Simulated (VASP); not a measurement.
Write the native input for VASP 6.6.1 that does the following.

```yaml
Task: single point
Functional: PBE
Potentials_or_basis: VASP PAW PBE potentials, release 64 (Pd, Pt, C, N)
Cutoff: 520 eV
k_mesh: 4 × 4 × 4
Occupations: gaussian, width 0.2 eV
Spin: no spin polarisation
Dipole_correction: no
Further_INCAR_settings: ALGO = Normal; EDIFF = 1e-06; NBANDS = 39
```

The structure of PdPtC4N4 lies in POSCAR:

```
PdPtC4N4
1.0
    6.0200358390      0.0000000000      0.0000000000
    0.0000000000      6.0200358390      0.0000000000
    0.0000000000      0.0000000000      6.0200358390
Pd Pt C N
1 1 4 4
Direct
    0.5000000000      0.5000000000      0.5000000000
    1.0000000000      0.0000000000      0.0000000000
    0.1898078140      0.1898078140      0.1898078140
    0.1898078140      0.8101921860      0.8101921860
    0.8101921860      0.1898078140      0.8101921860
    0.8101921860      0.8101921860      0.1898078140
    0.3031580290      0.3031580290      0.3031580290
    0.3031580290      0.6968419710      0.6968419710
    0.6968419710      0.3031580290      0.6968419710
    0.6968419710      0.6968419710      0.3031580290
```

These files were run (other wordings do the same):

INCAR

```
  PREC = Accurate
  ENCUT = 520
  EDIFF = 1E-6
  ISMEAR = 0
  SIGMA = 0.2
  LREAL = F
  LASPH = T
  NELM = 60
  ALGO = Normal
  ISIF = 2
  LWAVE = F
  LCHARG = T
  GGA = PE
  LELF = T
  LVHAR = T
  NBANDS = 39
```

KPOINTS

```
regular mesh
0
Gamma
  4 4 4
```

Potentials or basis: VASP PAW PBE potentials, release 64 (Pd, Pt, C, N).

Launch:

```console
$ cat potpaw_PBE.64/Pd/POTCAR potpaw_PBE.64/Pt/POTCAR potpaw_PBE.64/C/POTCAR potpaw_PBE.64/N/POTCAR > POTCAR
$ mpirun -np 1 vasp_std > vasp.out
```

It gave:

The pressure is 0.3 GPa and the largest force is 0.267 eV/Å. The band gap on the k mesh is zero (band 28 reaches -0.94 eV, above the bottom of band 29 at -1.22 eV).

Caveat: spin-orbit coupling is left out, which moves the levels of the heavy elements.

Wall time 79 s on 1 thread of Intel(R) Xeon(R) 6975P-C (Granite Rapids), with other jobs on the host, peak memory 0.37 GiB.
